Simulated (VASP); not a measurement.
# AlAs (e600) (F-43m) in VASP: single point with PBEsol

Aim: the single point of AlAs (e600) with PBEsol.

Program: VASP 6.6.1. These are calculated values, not measurements. Logs are shortened: lines on timing, memory, paths and dates and some standing lists are left out, and cuts for length are marked.

### 1 The cell of the first run

Symmetry: F-43m, No. 216, cubic system. Conventional cell: a = 5.674 Å, b = 5.674 Å, c = 5.674 Å, α = 90.00°, β = 90.00°, γ = 90.00°. Al (site symmetry -43m) has 4 As at 2.46 Å within 3.2 Å. Within 3.2 Å of As (site symmetry -43m) lie 4 Al at 2.46 Å.

### 2 Single point, PBEsol

Contents of INCAR:

```
PREC = Accurate
ENCUT = 500
EDIFF = 1E-6
ISMEAR = 0
SIGMA = 0.02
LREAL = False
LASPH = True
NELM = 120
ALGO = Normal
ISIF = 2
LWAVE = False
LCHARG = True
GGA = PS
LELF = True
LVHAR = True
NBANDS = 11
GGA_COMPAT = False
```

Contents of KPOINTS:

```
Automatic mesh
0
Gamma
  8 8 8
```

Contents of POSCAR:

```
AlAs
1.0
    0.0000000000      2.8371986854      2.8371986854
    2.8371986854      0.0000000000      2.8371986854
    2.8371986854      2.8371986854      0.0000000000
Al As
1 1
Direct
    0.0000000000      0.0000000000      0.0000000000
    0.2500000000      0.2500000000      0.2500000000
```

Potentials or basis: VASP PAW PBE potentials, release 64 (Al, As).

Command:

```bash
$ cat potpaw_PBE.64/Al/POTCAR potpaw_PBE.64/As/POTCAR > POTCAR
$ mpirun -np 1 vasp_std > vasp.out
```

OUTCAR:

```text
PREC = Accurate
   ENCUT = 500
   EDIFF = 1E-6
   ISMEAR = 0
   LREAL = False
   LASPH = True
   NELM = 120
   ISIF = 2
   GGA = PS

 ion  position               nearest neighbor table
   1  0.000  0.000  0.000-   2 2.46   2 2.46   2 2.46   2 2.46
   2  0.250  0.250  0.250-   1 2.46   1 2.46   1 2.46   1 2.46

  LATTYP: Found a face centered cubic cell.
 ALAT       =     5.6743973708

  Lattice vectors:

 A1 = (   0.0000000000,   2.8371986854,   2.8371986854)
 A2 = (   2.8371986854,   0.0000000000,   2.8371986854)
 A3 = (   2.8371986854,   2.8371986854,   0.0000000000)

Analysis of symmetry for initial positions (statically):
=====================================================================
 Subroutine PRICEL returns:
 Original cell was already a primitive cell.

 Routine SETGRP: Setting up the symmetry group for a
 face centered cubic supercell.

 Subroutine GETGRP returns: Found 24 space group operations
 (whereof 24 operations were pure point group operations)
 out of a pool of 48 trial point group operations.

The static configuration has the point symmetry T_d .

Analysis of symmetry for dynamics (positions and initial velocities):
=====================================================================
 Subroutine PRICEL returns:
 Original cell was already a primitive cell.

 Routine SETGRP: Setting up the symmetry group for a
 face centered cubic supercell.

 Subroutine GETGRP returns: Found 24 space group operations
 (whereof 24 operations were pure point group operations)
 out of a pool of 48 trial point group operations.

The dynamic configuration has the point symmetry T_d .

 Subroutine INISYM returns: Found 24 space group operations
 (whereof 24 operations are pure point group operations),
 and found     1 'primitive' translations

----------------------------------------------------------------------------------------

                                     Primitive cell

  volume of cell :      45.6772

  direct lattice vectors                    reciprocal lattice vectors
     0.000000000  2.837198685  2.837198685    -0.176230168  0.176230168  0.176230168
     2.837198685  0.000000000  2.837198685     0.176230168 -0.176230168  0.176230168
     2.837198685  2.837198685  0.000000000     0.176230168  0.176230168 -0.176230168

  length of vectors
     4.012404860  4.012404860  4.012404860     0.305239604  0.305239604  0.305239604

  position of ions in fractional coordinates (direct lattice)
     0.000000000  0.000000000  0.000000000
     0.250000000  0.250000000  0.250000000

  ion indices of the primitive-cell ions
   primitive index   ion index
                 1           1
                 2           2

----------------------------------------------------------------------------------------

 KPOINTS: Automatic mesh

Automatic generation of k-mesh.
 Grid dimensions read from file:
 generate k-points for:    8    8    8

 Generating k-lattice:

  Cartesian coordinates                     Fractional coordinates (reciprocal lattice)
    -0.022028771  0.022028771  0.022028771     0.125000000  0.000000000  0.000000000
     0.022028771 -0.022028771  0.022028771     0.000000000  0.125000000  0.000000000
     0.022028771  0.022028771 -0.022028771     0.000000000  0.000000000  0.125000000

  Length of vectors
     0.038154951  0.038154951  0.038154951

  Shift w.r.t. Gamma in fractional coordinates (k-lattice)
     0.000000000  0.000000000  0.000000000

 Subroutine IBZKPT returns following result:
 ===========================================

 Found     29 irreducible k-points:

 Following reciprocal coordinates:
            Coordinates               Weight
  0.000000  0.000000  0.000000      1.000000
  0.125000  0.000000  0.000000      8.000000
  0.250000  0.000000  0.000000      8.000000
  0.375000  0.000000  0.000000      8.000000
  0.500000  0.000000  0.000000      4.000000
  0.125000  0.125000  0.000000      6.000000
[... 16 lines left out ...]
  0.500000  0.250000  0.125000     48.000000
 -0.375000  0.250000  0.125000     24.000000
 [... further k-points ...]
   k-points           NKPTS =     29   k-points in BZ     NKDIM =     29   number of bands    NBANDS=     11
   number of dos      NEDOS =    301   number of ions     NIONS =      2
   total plane-waves  NPLWV =  27000
   dimension x,y,z NGX =    30 NGY =   30 NGZ =   30
   dimension x,y,z NGXF=    60 NGYF=   60 NGZF=   60
   ions per type =               1   1
   NGX,Y,Z   is equivalent  to a cutoff of  12.43, 12.43, 12.43 a.u.
   NGXF,Y,Z  is equivalent  to a cutoff of  24.86, 24.86, 24.86 a.u.
 SYSTEM =  unknown system
   PREC   = accura    normal or accurate (medium, high low for compatibility)
   ISTART =      0    job   : 0-new  1-cont  2-samecut
   ICHARG =      2    charge: 1-file 2-atom 10-const
   ISPIN  =      1    spin polarized calculation?
   LNONCOLLINEAR =      F non collinear calculations
   LSORBIT =      F    spin-orbit coupling
   LASPH  =      T    aspherical Exc in radial PAW
   ENCUT  =  500.0 eV  36.75 Ry    6.06 a.u.   7.32  7.32  7.32*2*pi/ulx,y,z
   NELM   =    120;   NELMIN=  2; NELMDL= -5     # of ELM steps
   EDIFF  = 0.1E-05   stopping-criterion for ELM
   LREAL  =      F    real-space projection
   EDIFFG = 0.1E-04   stopping-criterion for IOM
   NSW    =      0    number of steps for IOM
   IBRION =     -1    ionic relax: 0-MD 1-quasi-New 2-CG
   NFREE  =      0    steps in history (QN), initial steepest desc. (CG)
   ISIF   =      2    stress and relaxation
   ISYM   =      2    0-nonsym 1-usesym 2-fastsym
   POTIM  = 0.5000    time-step for ionic-motion
   TEBEG  =    0.0;   TEEND  =   0.0 temperature during run
   PSTRESS=    0.0 pullay stress
   NELECT =       8.0000    total number of electrons
   NUPDOWN=      -1.0000    fix difference up-down
   EMIN   =  10.00;   EMAX   =-10.00  energy-range for DOS
   EFERMI =   0.00;   METHOD = LEGACY
   ISMEAR =     0;   SIGMA  =   0.02  broadening in eV -4-tet -1-fermi 0-gaus
   EFERMI_NEDOS =   21; number of points for ismear=-14 and -15
   IALGO  =     38    algorithm
   IMIX   =      4    mixing-type and parameters
     AMIX     =   0.40;   BMIX     =  1.00
     AMIX_MAG =   1.60;   BMIX_MAG =  1.00
  volume/ion in A,a.u.               =      22.84       154.12
  Fermi-wavevector in a.u.,A,eV,Ry     =   0.915950  1.730894 11.414803  0.838964
  Thomas-Fermi vector in A             =   2.040750
   LORBIT       =      0    0 simple, 1 ext, 2 COOP (PROOUT), +10 PAW based schemes
   GGA     = PS    functional components
   LHFCALC =     F    Hartree Fock is set to
   AEXX    =    0.0000 exact exchange contribution
   IVDW    =     0    specifies the selected vdW correction
   LEPSILON=     F    determine dielectric tensor
   LRPA    =     F    only Hartree local field effects (RPA)
 non-spin polarized calculation
 Gauss-broadening in eV      SIGMA  =   0.02
  energy-cutoff  :      500.00
  volume of cell :       45.68
 maximum number of plane-waves:      1211
 NGX is ok and might be reduce to    30
   NGX = 15   NGY = 15   NGZ = 15

 number of electron       8.0000000 magnetization

 Free energy of the ion-electron system (eV)
  ---------------------------------------------------
  ext. energy  EPLUGINS =         0.00000000
  ---------------------------------------------------
  free energy    TOTEN  =       -10.06467410 eV

  energy without entropy =      -10.06467410  energy(sigma->0) =      -10.06467410

 E-fermi :   3.8272     XC(G=0):  -9.1679

 val. band max:        3.7412184929   @ k =   0.0000   0.0000   0.0000
 cond. band min:       5.0725513198   @ k =   0.5000   0.5000   0.0000
 fundamental gap:      1.3313328269
 Fermi energy:         3.8272053577

 k-point     1 :       0.0000    0.0000    0.0000
  band No.  band energies     occupation
      1      -8.1055      2.00000
      2       3.7412      2.00000
      3       3.7412      2.00000
      4       3.7412      2.00000
      5       5.6649      0.00000
      6       7.9919      0.00000
      7       7.9919      0.00000
      8       7.9919      0.00000
      9      12.4126      0.00000
     10      12.7173      0.00000
     11      12.7173      0.00000

 k-point     2 :       0.1250    0.0000    0.0000
  band No.  band energies     occupation
      1      -7.9535      2.00000
      2       2.2980      2.00000
      3       3.5807      2.00000
      4       3.5807      2.00000
      5       6.4367      0.00000
      6       8.2726      0.00000
      7       8.2726      0.00000
      8       8.3705      0.00000
      9      12.0924      0.00000
     10      12.0924      0.00000
     11      13.1424      0.00000

 k-point     3 :       0.2500    0.0000    0.0000
  band No.  band energies     occupation
      1      -7.5316      2.00000
      2       0.3443      2.00000
      3       3.2643      2.00000
      4       3.2643      2.00000
      5       6.2696      0.00000
      6       8.6077      0.00000
      7       8.6077      0.00000
      8      10.0787      0.00000
      9      11.9817      0.00000
     10      11.9817      0.00000
     11      12.9494      0.00000

 k-point     4 :       0.3750    0.0000    0.0000
  band No.  band energies     occupation
      1      -6.9861      2.00000
      2      -1.1974      2.00000
      3       3.0120      2.00000
      4       3.0120      2.00000
      5       5.9254      0.00000
      6       8.4860      0.00000
      7       8.4860      0.00000
      8      11.2858      0.00000
      9      13.2770      0.00000
     10      13.2770      0.00000
     11      13.3128      0.00000

 k-point     5 :       0.5000    0.0000    0.0000
  band No.  band energies     occupation
      1      -6.6947      2.00000
      2      -1.8299      2.00000
      3       2.9204      2.00000
      4       2.9204      2.00000
      5       5.7956      0.00000
      6       8.3673      0.00000
      7       8.3673      0.00000
      8      11.3052      0.00000
      9      14.7437      0.00000
     10      15.2122      0.00000
     11      15.2122      0.00000
[... 211 lines left out ...]
 k-point    21 :       0.5000    0.5000    0.0000
  band No.  band energies     occupation
      1      -6.1508      2.00000
      2      -1.6770      2.00000
      3       1.5710      2.00000
      4       1.5710      2.00000
      5       5.0726      0.00000
      6       5.9578      0.00000
      7      13.9679      0.00000
      8      13.9679      0.00000
      9      15.3313      0.00000
     10      16.2461      0.00000
     11      16.2461      0.00000

 k-point    22 :       0.3750    0.2500    0.1250
  band No.  band energies     occupation
      1      -7.1789      2.00000
      2      -0.0294      2.00000
      3       1.7825      2.00000
      4       2.7654      2.00000
      5       7.2638      0.00000
      6       7.9395      0.00000
      7       8.9586      0.00000
      8      10.2092      0.00000
      9      11.8309      0.00000
     10      14.0833      0.00000
     11      15.6357      0.00000

 k-point    23 :       0.5000    0.2500    0.1250
  band No.  band energies     occupation
      1      -6.6882      2.00000
      2      -1.0369      2.00000
      3       1.1943      2.00000
      4       2.3823      2.00000
      5       7.3447      0.00000
      6       8.1206      0.00000
      7       9.4463      0.00000
      8      10.5378      0.00000
      9      12.9854      0.00000
     10      14.1889      0.00000
     11      15.7686      0.00000

 k-point    24 :      -0.3750    0.2500    0.1250
  band No.  band energies     occupation
      1      -6.4348      2.00000
      2      -1.5145      2.00000
      3       1.0426      2.00000
      4       2.1986      2.00000
      5       7.3358      0.00000
      6       7.8977      0.00000
      7      10.3560      0.00000
      8      11.2868      0.00000
      9      12.0088      0.00000
     10      14.6297      0.00000
     11      15.8943      0.00000

 [... further k-points ...]

------------------------ aborting loop because EDIFF is reached ----------------------------------------

  FORCE on cell =-STRESS in cart. coord.  units (eV):
  Direction    XX          YY          ZZ          XY          YZ          ZX
  --------------------------------------------------------------------------------------
  -------------------------------------------------------------------------------------
  Total        0.0800738      0.0800738      0.0800738      0.0000000      0.0000000      0.0000000
  in kB        2.8086776      2.8086776      2.8086776      0.0000000      0.0000000      0.0000000
  external PRESSURE =       2.8086776 kB  Pullay stress =       0.0000000 kB

 VOLUME and BASIS-vectors are now :
 -----------------------------------------------------------------------------
  energy-cutoff  :      500.00
  volume of cell :       45.68
      direct lattice vectors                 reciprocal lattice vectors
     0.000000000  2.837198685  2.837198685    -0.176230168  0.176230168  0.176230168
     2.837198685  0.000000000  2.837198685     0.176230168 -0.176230168  0.176230168
     2.837198685  2.837198685  0.000000000     0.176230168  0.176230168 -0.176230168

 POSITION                                       TOTAL-FORCE (eV/Angst)
 -----------------------------------------------------------------------------------
      0.00000      0.00000      0.00000         0.000000      0.000000      0.000000
      1.41860      1.41860      1.41860        -0.000000     -0.000000     -0.000000
 -----------------------------------------------------------------------------------
    total drift:                               -0.000000     -0.000000     -0.000000

  FREE ENERGIE OF THE ION-ELECTRON SYSTEM (eV)
  ---------------------------------------------------
  free  energy   TOTEN  =       -10.0646740988 eV

  energy  without entropy=      -10.0646740988  energy(sigma->0) =      -10.06467410
```

Wall time 25 s (1 thread of Intel Xeon 8259CL, shared host); peak memory 0.17 GiB.

What came out:

| Quantity | Value |
| --- | --- |
| Free energy | -10.0647 eV |
| Pressure | 0.3 GPa |
| Band gap on the k mesh | 1.33 eV, indirect (least direct gap 1.92 eV) |

Levels at points of the mesh, in eV from the valence-band top:
```tsv
k point	band 1	band 2	band 3	band 4	band 5	band 6	band 7	band 8	band 9
(0.00, 0.00, 0.00)	-11.85	0.00	0.00	0.00	1.92	4.25	4.25	4.25	8.67
(0.50, 0.00, 0.00)	-10.44	-5.57	-0.82	-0.82	2.05	4.63	4.63	7.56	11.00
(0.50, 0.50, 0.00)	-9.89	-5.42	-2.17	-2.17	1.33	2.22	10.23	10.23	11.59
```

Caveat: the PAW data sets were made with another functional, which shifts forces and pressure a little. A k mesh can miss the band edges.
